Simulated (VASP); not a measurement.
Set up this calculation in VASP 6.6.1, as the native input.

```yaml
Task: single point
Functional: LDA
Potentials_or_basis: VASP PAW LDA potentials, release 64 (Ru_pv)
Cutoff: 520 eV
k_mesh: 15 × 15 × 8
Occupations: gaussian, width 0.1 eV
Spin: no spin polarisation
Dipole_correction: no
Further_INCAR_settings: ALGO = Normal; EDIFF = 1e-06; NBANDS = 21
```

The structure of Ru lies in POSCAR:

```
Ru
1.0
    2.6743058386      0.0000000000      0.0000000000
   -1.3371529193      2.3160167937      0.0000000000
    0.0000000000      0.0000000000      4.2260483469
Ru
2
Direct
    0.3333333333      0.6666666667      0.2500000000
    0.6666666667      0.3333333333      0.7500000000
```

The input as run:

INCAR

```
SYSTEM = Ru
  PREC = Accurate
  ENCUT = 520
  EDIFF = 1E-6
  ISMEAR = 0
  SIGMA = 0.1
  LREAL = .FALSE.
  LASPH = .TRUE.
  NELM = 100
  ALGO = Normal
  ISIF = 2
  LWAVE = .FALSE.
  LCHARG = .FALSE.
  NBANDS = 21
```

KPOINTS

```
regular mesh
0
G
  15 15 8
  0 0 0
```

Potentials or basis: VASP PAW LDA potentials, release 64 (Ru_pv).

The run is started by

```console
$ cat potpaw_LDA.64/Ru_pv/POTCAR > POTCAR
$ mpirun -np 1 vasp_std > vasp.out
```

It gave:

* Pressure: 0.9 GPa
* Band gap on the k mesh: zero (bands 14 and 15 overlap by 3.29 eV)

Wall time 21 s on 1 thread of Intel(R) Xeon(R) 6975P-C (Granite Rapids) (shared host), peak memory 0.17 GiB.
